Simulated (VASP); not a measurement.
Runs of VASP 6.6.1 on Rh. The structure is that of space group P6_3/mmc (No. 194), or close to it. The cells are those of the table. 

```tsv
level	potentials or basis	cell	gap on the mesh (eV)	pressure (GPa)
PBEsol	VASP PAW PBE potentials, release 64 (Rh_pv)	a = 2.650, b = 2.650, c = 8.624 Å, angles 90.0, 90.0, 120.0°, 4 atoms	none	10.0
LDA	VASP PAW LDA potentials, release 64 (Rh_pv)	a = 2.692, b = 2.692, c = 8.798 Å, angles 90.0, 90.0, 120.0°, 4 atoms	none	(a)
LDA	VASP PAW LDA potentials, release 64 (Rh_pv)	a = 2.710, b = 2.710, c = 8.856 Å, angles 90.0, 90.0, 120.0°, 4 atoms	none	-15.7
r2SCAN	VASP PAW PBE potentials, release 64 (Rh_pv)	a = 2.637, b = 2.637, c = 8.618 Å, angles 90.0, 90.0, 120.0°, 4 atoms	none	20.4
r2SCAN	VASP PAW PBE potentials, release 64 (Rh_pv)	a = 2.727, b = 2.727, c = 8.914 Å, angles 90.0, 90.0, 120.0°, 4 atoms	none	-9.9
r2SCAN	VASP PAW PBE potentials, release 64 (Rh_pv)	a = 2.692, b = 2.692, c = 8.798 Å, angles 90.0, 90.0, 120.0°, 4 atoms	none	0.0
PBEsol	VASP PAW PBE potentials, release 64 (Rh_pv)	a = 2.672, b = 2.672, c = 8.693 Å, angles 90.0, 90.0, 120.0°, 4 atoms	none	1.9
r2SCAN	VASP PAW PBE potentials, release 64 (Rh_pv)	a = 2.674, b = 2.674, c = 8.739 Å, angles 90.0, 90.0, 120.0°, 4 atoms	none	(b)
r2SCAN	VASP PAW PBE potentials, release 64 (Rh_pv)	a = 2.710, b = 2.710, c = 8.856 Å, angles 90.0, 90.0, 120.0°, 4 atoms	none	-5.3
LDA	VASP PAW LDA potentials, release 64 (Rh_pv)	a = 2.655, b = 2.655, c = 8.679 Å, angles 90.0, 90.0, 120.0°, 4 atoms	none	0.9
PBEsol	VASP PAW PBE potentials, release 64 (Rh_pv)	a = 2.678, b = 2.678, c = 8.713 Å, angles 90.0, 90.0, 120.0°, 4 atoms	none	-0.2
```

Alike in all rows: task single point; no spin polarisation; k mesh 11 × 11 × 3; cutoff (eV) 520; smearing fermi-dirac 0.05 eV.

Estimate the missing entries.

(a) -10.8; (b) 6.0.

Caveats: the PAW data sets were made with another functional, which shifts forces and pressure a little (some runs).

A k mesh can miss the band edges, and the runs leave out spin-orbit coupling on Rh.

A gap of «none» marks levels without a gap at the run's occupations.
